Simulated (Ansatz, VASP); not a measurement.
## One calculation of SrTiO3, two programs

```xyz
10
Lattice="-2.7555 2.7555 3.8980 2.7555 -2.7555 3.8980 2.7555 2.7555 -3.8980" Properties=species:S:1:pos:R:3 pbc="T T T"
Sr    0.0000    2.7555    1.9490
Sr    2.7555    0.0000    1.9490
Ti    0.0000    0.0000    0.0000
Ti    0.0000    0.0000    3.8980
O     0.0000    0.0000    1.9490
O     0.0000    0.0000    5.8470
O     1.2494    4.0049    0.0000
O     1.5061    1.2494    0.0000
O     1.5061   -1.2494    3.8980
O     1.2494    1.5061    3.8980
```

Alike in both runs: functional PBE; k mesh 8 × 8 × 8; occupations gaussian, width 0.02 eV; no spin polarisation.

Ansatz relaxed the structure, and its values are those at the end. VASP's run is a single point on that final structure, the one shown.

|  | VASP | Ansatz |
| --- | --- | --- |
| version | VASP 6.6.1 | Ansatz 0.2.0 |
| potentials or method | VASP PAW PBE potentials, release 64 (Sr_sv, Ti_sv, O), cutoff 520 eV | scalar-relativistic, plane waves, PAW |
| valence electrons in the cell | 80 | 80 |

```csv
,VASP,Ansatz,Ansatz less VASP
gap on the k mesh at the Fermi level (eV),1.96,1.99,+0.030
least direct gap on the mesh (eV),1.97,2.00,+0.030
pressure (GPa),5.8,5.1,-0.67
```

Ansatz's warnings: stress scf threshold loose.
